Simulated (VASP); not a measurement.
The system is Be.

```
Be
1.0
     2.14014    0.00000    0.00000
     0.00000    2.21953    0.00000
     0.00000    0.00000    3.42697
Be
2
Cartesian
  0.0000 1.1098 2.8893
  1.0701 0.0000 0.5377
```

```yaml
Program: VASP 6.6.1
Task: relaxation of cell and atoms
Functional: PBE
Potentials_or_basis: VASP PAW PBE potentials, release 64 (Be)
Cutoff: 600 eV
k_mesh: 8 × 8 × 6
Occupations: gaussian, width 0.1 eV
Spin: no spin polarisation
```

At the start: pressure 25.0 GPa; volume 8.14 Å³/atom.

Problem. Where does the relaxation end?

Solution. Over 8 steps the energy falls by 542.6 meV/atom and the volume is 7.87 Å³/atom (-3.3 %); space group Fm-3m (No. 225, to 0.05 Å).

The path:
```csv
step,energy change (eV),largest force (eV/Å),pressure (GPa),volume (Å³)
1,0.0000,3.3875,25.04,16.28
2,-0.7013,0.7884,-13.23,19.45
3,-0.7012,0.8175,-12.86,19.39
4,-0.9266,0.7151,-9.59,17.81
5,-1.0815,0.0537,2.10,15.51
6,-1.0830,0.0955,0.06,15.78
7,-1.0834,0.0516,0.66,15.69
8,-1.0853,0.0116,0.08,15.74
```

Final structure:
```yaml
crystal:
  lattice:
    - [2.22210, 0.00000, 0.00000]
    - [0.00000, 2.22194, 0.00000]
    - [0.00000, 0.00000, 3.18882]
  atoms:
    - { symbol: Be, position: [0.00000, 0.50000, 0.74970] }
    - { symbol: Be, position: [0.50000, 0.00000, 0.25030] }
```

Caveat: the k points lie up to 0.35 Å⁻¹ apart in the final cell.
